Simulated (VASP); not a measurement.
Mg8O9 (a cell with a defect), 17 atoms in the cell. The cell holds a defect, 17 atoms: a = 5.932 Å, b = 5.932 Å, c = 5.932 Å, α = 60.00°, β = 60.00°, γ = 60.00°. 

```yaml
Program: VASP 6.6.1
Task: single point
Functional: PBEsol
Potentials_or_basis: VASP PAW PBE potentials, release 64 (Mg, O)
Cutoff: 520 eV
k_mesh: 2 × 2 × 2
Occupations: fermi-dirac, width 0.05 eV
Spin: collinear spin
Starting_moments: "[0.0, 0.0, 0.0, 0.0, 0.0, 0.0, 0.0, 0.0, 0.0, 0.0, 0.0, 0.0, 0.0, 0.0, 0.0, 0.0, 1.0] μB"
Dipole_correction: no
Further_INCAR_settings: LREAL = Auto; ALGO = Normal; EDIFF = 1e-06; NBANDS = 53
```

Potentials or basis: VASP PAW PBE potentials, release 64 (Mg, O).

The run is started by

```sh
$ cat potpaw_PBE.64/Mg/POTCAR potpaw_PBE.64/O/POTCAR > POTCAR
$ mpirun -np 1 vasp_std > vasp.out
```

Hardware: 1 thread of Intel(R) Xeon(R) Platinum 8259CL CPU @ 2.50GHz (Skylake/Cascade Lake), with other jobs on the host.

Q: Estimate the wall time of this run.

A: It took 5 min on 1 thread of Intel(R) Xeon(R) Platinum 8259CL CPU @ 2.50GHz (Skylake/Cascade Lake) (shared host), peak memory 0.43 GiB. Counts: scf iterations 15, k points 8.
